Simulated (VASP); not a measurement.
# TiO2 (P4_2/mnm) in VASP: further runs, part 2 of 3

VASP 6.6.1. Earlier steps stand in the parts before.

### Step 4. Single point, PBE

This run uses another cell than the first one, of 10.65 Å³/atom.

INCAR reads:

```
  PREC = Accurate
  ENCUT = 520
  EDIFF = 1E-7
  ISMEAR = 0
  SIGMA = 0.02
  LREAL = F
  LASPH = T
  NELM = 100
  ALGO = Normal
  ISIF = 2
  LWAVE = F
  LCHARG = T
  GGA = PE
  LELF = T
  LVHAR = T
  NBANDS = 33
```

KPOINTS reads:

```
regular mesh
0
Gamma
  6 6 10
```

POSCAR reads:

```
TiO2
1.0
    4.6432750097      0.0000000000      0.0000000000
    0.0000000000      4.6432750097      0.0000000000
    0.0000000000      0.0000000000      2.9638820252
Ti O
2 4
Direct
    0.0000000000      0.0000000000      0.0000000000
    0.5000000000      0.5000000000      0.5000000000
    0.3051282523      0.3051282523      0.0000000000
    0.1948717477      0.8051282523      0.5000000000
    0.6948717477      0.6948717477      0.0000000000
    0.8051282523      0.1948717477      0.5000000000
```

Potentials or basis: VASP PAW PBE potentials, release 64 (Ti_sv, O).

Command:

```bash
$ cat potpaw_PBE.64/Ti_sv/POTCAR potpaw_PBE.64/O/POTCAR > POTCAR
$ mpirun -np 1 vasp_std > vasp.out
```

OUTCAR:

```text
PREC = Accurate
   ENCUT = 520
   EDIFF = 1E-7
   ISMEAR = 0
   LREAL = F
   LASPH = T
   NELM = 100
   ISIF = 2
   GGA = PE

 ion  position               nearest neighbor table
   1  0.000  0.000  0.000-   4 1.96   6 1.96   4 1.96   6 1.96   5 2.00   3 2.00
   2  0.500  0.500  0.500-   3 1.96   5 1.96   3 1.96   5 1.96   4 2.00   6 2.00
   3  0.305  0.305  0.000-   2 1.96   2 1.96   1 2.00
   4  0.195  0.805  0.500-   1 1.96   1 1.96   2 2.00
   5  0.695  0.695  0.000-   2 1.96   2 1.96   1 2.00
   6  0.805  0.195  0.500-   1 1.96   1 1.96   2 2.00

  LATTYP: Found a simple tetragonal cell.
 ALAT       =     4.6432750097
 C/A-ratio  =     0.6383171402

  Lattice vectors:

 A1 = (   4.6432750097,   0.0000000000,   0.0000000000)
 A2 = (   0.0000000000,   4.6432750097,   0.0000000000)
 A3 = (   0.0000000000,   0.0000000000,   2.9638820252)

Analysis of symmetry for initial positions (statically):
=====================================================================
 Subroutine PRICEL returns:
 Original cell was already a primitive cell.

 Routine SETGRP: Setting up the symmetry group for a
 simple tetragonal supercell.

 Subroutine GETGRP returns: Found 16 space group operations
 (whereof  8 operations were pure point group operations)
 out of a pool of 16 trial point group operations.

The static configuration has the point symmetry D_2h.
 The point group associated with its full space group is D_4h.

Analysis of symmetry for dynamics (positions and initial velocities):
=====================================================================
 Subroutine PRICEL returns:
 Original cell was already a primitive cell.

 Routine SETGRP: Setting up the symmetry group for a
 simple tetragonal supercell.

 Subroutine GETGRP returns: Found 16 space group operations
 (whereof  8 operations were pure point group operations)
 out of a pool of 16 trial point group operations.

The dynamic configuration has the point symmetry D_2h.
 The point group associated with its full space group is D_4h.

 Subroutine INISYM returns: Found 16 space group operations
 (whereof  8 operations are pure point group operations),
 and found     1 'primitive' translations

----------------------------------------------------------------------------------------

                                     Primitive cell

  volume of cell :      63.9013

  direct lattice vectors                    reciprocal lattice vectors
     4.643275010  0.000000000  0.000000000     0.215365232  0.000000000  0.000000000
     0.000000000  4.643275010  0.000000000     0.000000000  0.215365232  0.000000000
     0.000000000  0.000000000  2.963882025     0.000000000  0.000000000  0.337395346

  length of vectors
     4.643275010  4.643275010  2.963882025     0.215365232  0.215365232  0.337395346

  position of ions in fractional coordinates (direct lattice)
     0.000000000  0.000000000  0.000000000
     0.500000000  0.500000000  0.500000000
     0.305128252  0.305128252  0.000000000
     0.194871748  0.805128252  0.500000000
     0.694871748  0.694871748  0.000000000
     0.805128252  0.194871748  0.500000000

  ion indices of the primitive-cell ions
   primitive index   ion index
                 1           1
                 2           2
                 3           3
[... 33 lines left out ...]
  0.166667  0.000000  0.000000      4.000000
  0.333333  0.000000  0.000000      4.000000
  0.500000  0.000000  0.000000      2.000000
  0.166667  0.166667  0.000000      4.000000
  0.333333  0.166667  0.000000      8.000000
[... 16 lines left out ...]
  0.333333  0.000000  0.200000      8.000000
  0.500000  0.000000  0.200000      4.000000
 [... further k-points ...]
   k-points           NKPTS =     60   k-points in BZ     NKDIM =     60   number of bands    NBANDS=     33
   number of dos      NEDOS =    301   number of ions     NIONS =      6
   total plane-waves  NPLWV =  31104
   dimension x,y,z NGX =    36 NGY =   36 NGZ =   24
   dimension x,y,z NGXF=    72 NGYF=   72 NGZF=   48
   ions per type =               2   4
   NGX,Y,Z   is equivalent  to a cutoff of  12.89, 12.89, 13.46 a.u.
   NGXF,Y,Z  is equivalent  to a cutoff of  25.78, 25.78, 26.92 a.u.
 SYSTEM =  unknown system
   PREC   = accura    normal or accurate (medium, high low for compatibility)
   ISTART =      0    job   : 0-new  1-cont  2-samecut
   ICHARG =      2    charge: 1-file 2-atom 10-const
   ISPIN  =      1    spin polarized calculation?
   LNONCOLLINEAR =      F non collinear calculations
   LSORBIT =      F    spin-orbit coupling
   LASPH  =      T    aspherical Exc in radial PAW
   ENCUT  =  520.0 eV  38.22 Ry    6.18 a.u.   8.63  8.63  5.51*2*pi/ulx,y,z
   NELM   =    100;   NELMIN=  2; NELMDL= -5     # of ELM steps
   EDIFF  = 0.1E-06   stopping-criterion for ELM
   LREAL  =      F    real-space projection
   EDIFFG = 0.1E-05   stopping-criterion for IOM
   NSW    =      0    number of steps for IOM
   IBRION =     -1    ionic relax: 0-MD 1-quasi-New 2-CG
   NFREE  =      0    steps in history (QN), initial steepest desc. (CG)
   ISIF   =      2    stress and relaxation
   ISYM   =      2    0-nonsym 1-usesym 2-fastsym
   POTIM  = 0.5000    time-step for ionic-motion
   TEBEG  =    0.0;   TEEND  =   0.0 temperature during run
   PSTRESS=    0.0 pullay stress
   NELECT =      48.0000    total number of electrons
   NUPDOWN=      -1.0000    fix difference up-down
   EMIN   =  10.00;   EMAX   =-10.00  energy-range for DOS
   EFERMI =   0.00;   METHOD = LEGACY
   ISMEAR =     0;   SIGMA  =   0.02  broadening in eV -4-tet -1-fermi 0-gaus
   EFERMI_NEDOS =   21; number of points for ismear=-14 and -15
   IALGO  =     38    algorithm
   IMIX   =      4    mixing-type and parameters
     AMIX     =   0.40;   BMIX     =  1.00
     AMIX_MAG =   1.60;   BMIX_MAG =  1.00
  volume/ion in A,a.u.               =      10.65        71.87
  Fermi-wavevector in a.u.,A,eV,Ry     =   1.488168  2.812230 30.132066  2.214644
  Thomas-Fermi vector in A             =   2.601237
   LORBIT       =      0    0 simple, 1 ext, 2 COOP (PROOUT), +10 PAW based schemes
   GGA     = PE    functional components
   LHFCALC =     F    Hartree Fock is set to
   AEXX    =    0.0000 exact exchange contribution
   IVDW    =     0    specifies the selected vdW correction
   LEPSILON=     F    determine dielectric tensor
   LRPA    =     F    only Hartree local field effects (RPA)
 non-spin polarized calculation
 Gauss-broadening in eV      SIGMA  =   0.02
  energy-cutoff  :      520.00
  volume of cell :       63.90
 maximum number of plane-waves:      1748
 NGX is ok and might be reduce to    36
   NGX = 17   NGY = 17   NGZ = 11

 number of electron      48.0000021 magnetization

 Free energy of the ion-electron system (eV)
  ---------------------------------------------------
  ext. energy  EPLUGINS =         0.00000000
  ---------------------------------------------------
  free energy    TOTEN  =       -53.67621569 eV

  energy without entropy =      -53.67621569  energy(sigma->0) =      -53.67621569

 E-fermi :   4.6972     XC(G=0): -11.2846

 val. band max:        4.5769678670   @ k =   0.0000   0.0000   0.0000
 cond. band min:       6.4122389990   @ k =   0.0000   0.0000   0.0000
 fundamental gap:      1.8352711319
 Fermi energy:         4.6971848430

 k-point     1 :       0.0000    0.0000    0.0000
  band No.  band energies     occupation
      1     -52.3820      2.00000
      2     -52.3671      2.00000
      3     -28.6688      2.00000
      4     -28.6688      2.00000
      5     -28.5189      2.00000
      6     -28.5189      2.00000
[... 853 lines left out ...]
     32       9.7627      0.00000
     33      10.9152      0.00000

 [... further k-points ...]

------------------------ aborting loop because EDIFF is reached ----------------------------------------

  FORCE on cell =-STRESS in cart. coord.  units (eV):
  Direction    XX          YY          ZZ          XY          YZ          ZX
  --------------------------------------------------------------------------------------
  -------------------------------------------------------------------------------------
  Total        0.2221073      0.2221073      0.3507383      0.0000000      0.0000000      0.0000000
  in kB        5.5688272      5.5688272      8.7939515      0.0000000      0.0000000      0.0000000
  external PRESSURE =       6.6438686 kB  Pullay stress =       0.0000000 kB

 VOLUME and BASIS-vectors are now :
 -----------------------------------------------------------------------------
  energy-cutoff  :      520.00
  volume of cell :       63.90
      direct lattice vectors                 reciprocal lattice vectors
     4.643275010  0.000000000  0.000000000     0.215365232  0.000000000  0.000000000
     0.000000000  4.643275010  0.000000000     0.000000000  0.215365232  0.000000000
     0.000000000  0.000000000  2.963882025     0.000000000  0.000000000  0.337395346

 POSITION                                       TOTAL-FORCE (eV/Angst)
 -----------------------------------------------------------------------------------
      0.00000      0.00000      0.00000         0.000000      0.000000      0.000000
      2.32164      2.32164      1.48194         0.000000      0.000000      0.000000
      1.41679      1.41679      0.00000        -0.020286     -0.020286      0.000000
      0.90484      3.73843      1.48194         0.020286     -0.020286      0.000000
      3.22648      3.22648      0.00000         0.020286      0.020286     -0.000000
      3.73843      0.90484      1.48194        -0.020286      0.020286     -0.000000
 -----------------------------------------------------------------------------------
    total drift:                                0.000000      0.000000      0.000000

  FREE ENERGIE OF THE ION-ELECTRON SYSTEM (eV)
  ---------------------------------------------------
  free  energy   TOTEN  =       -53.6762156939 eV

  energy  without entropy=      -53.6762156939  energy(sigma->0) =      -53.67621569
```

OSZICAR:

```text
N       E                     dE             d eps       ncg     rms          rms(c)
DAV:   1     0.653286314184E+03    0.65329E+03   -0.24226E+04  3960   0.171E+03
DAV:   2     0.266573928764E+02   -0.62663E+03   -0.57905E+03  4303   0.511E+02
DAV:   3    -0.665386788608E+02   -0.93196E+02   -0.91321E+02  5311   0.189E+02
DAV:   4    -0.711412924704E+02   -0.46026E+01   -0.45907E+01  5754   0.403E+01
DAV:   5    -0.713178082311E+02   -0.17652E+00   -0.17649E+00  5284   0.627E+00    0.308E+01
DAV:   6    -0.541216765805E+02    0.17196E+02   -0.76176E+01  5111   0.877E+01    0.115E+01
DAV:   7    -0.540127882294E+02    0.10889E+00   -0.14161E+01  4938   0.341E+01    0.906E+00
DAV:   8    -0.539278893702E+02    0.84899E-01   -0.50236E-01  4886   0.482E+00    0.777E+00
DAV:   9    -0.539458911315E+02   -0.18002E-01   -0.19391E+00  5025   0.158E+01    0.466E+00
DAV:  10    -0.536809149671E+02    0.26498E+00   -0.10603E+00  4968   0.974E+00    0.716E-01
DAV:  11    -0.536770919429E+02    0.38230E-02   -0.45271E-02  4629   0.174E+00    0.419E-01
DAV:  12    -0.536773473416E+02   -0.25540E-03   -0.52008E-03  4547   0.796E-01    0.277E-01
DAV:  13    -0.536762321192E+02    0.11152E-02   -0.25730E-03  5393   0.431E-01    0.609E-02
DAV:  14    -0.536762625924E+02   -0.30473E-04   -0.16242E-04  4631   0.101E-01    0.576E-02
DAV:  15    -0.536762141911E+02    0.48401E-04   -0.14993E-04  5248   0.108E-01    0.348E-03
DAV:  16    -0.536762157173E+02   -0.15263E-05   -0.10674E-05  4703   0.256E-02    0.643E-03
DAV:  17    -0.536762156939E+02    0.23428E-07   -0.63323E-07  5010   0.727E-03
   1 F= -.53676216E+02 E0= -.53676216E+02  d E =-.638206E-20
```

stdout:

```text
POSCAR found type information on POSCAR TiO
 POSCAR found :  2 types and       6 ions
 scaLAPACK will be used
 LDA part: xc-table for (Slater+PW92), standard interpolation
 POSCAR, INCAR and KPOINTS ok, starting setup
 FFT: planning ... GRIDC
 FFT: planning ... GRID_SOFT
 FFT: planning ... GRID
 WAVECAR not read
 entering main loop
```

Wall time 3.2 min (1 thread of Intel Xeon 8259CL, shared host); peak memory 0.24 GiB.

What came out:

```yaml
Free_energy: -53.6762 eV
Pressure: 0.7 GPa
Largest_force: 0.029 eV/Å
Band_gap_on_the_k_mesh: 1.84 eV
```

Forces on the atoms (eV/Å):
```
Ti   0.000  0.000  0.000
Ti   0.000  0.000  0.000
O   -0.020 -0.020  0.000
O    0.020 -0.020  0.000
O    0.020  0.020  0.000
O   -0.020  0.020  0.000
```

Levels at points of the mesh, in eV from the valence-band top:
| k point | band 20 | band 21 | band 22 | band 23 | band 24 | band 25 | band 26 | band 27 | band 28 | band 29 |
| --- | --- | --- | --- | --- | --- | --- | --- | --- | --- | --- |
| (0.00, 0.00, 0.00) | -1.89 | -0.67 | -0.43 | -0.43 | 0.00 | 1.84 | 2.12 | 2.39 | 2.47 | 2.47 |
| (0.50, 0.00, 0.00) | -2.97 | -1.55 | -1.55 | -0.71 | -0.71 | 2.48 | 2.48 | 2.95 | 2.95 | 3.50 |
| (0.50, 0.50, 0.00) | -2.11 | -1.24 | -1.24 | -1.04 | -1.04 | 1.87 | 1.87 | 2.48 | 2.48 | 3.75 |
| (0.00, 0.00, 0.50) | -2.74 | -2.23 | -2.23 | -1.40 | -1.40 | 2.88 | 2.88 | 3.14 | 3.14 | 3.58 |
| (0.50, 0.00, 0.50) | -2.32 | -1.99 | -1.99 | -0.98 | -0.98 | 1.88 | 1.88 | 3.16 | 3.16 | 3.81 |
| (0.50, 0.50, 0.50) | -2.71 | -1.21 | -1.21 | -0.67 | -0.67 | 2.53 | 2.53 | 3.15 | 3.15 | 3.18 |

[end of part 2 of 3]
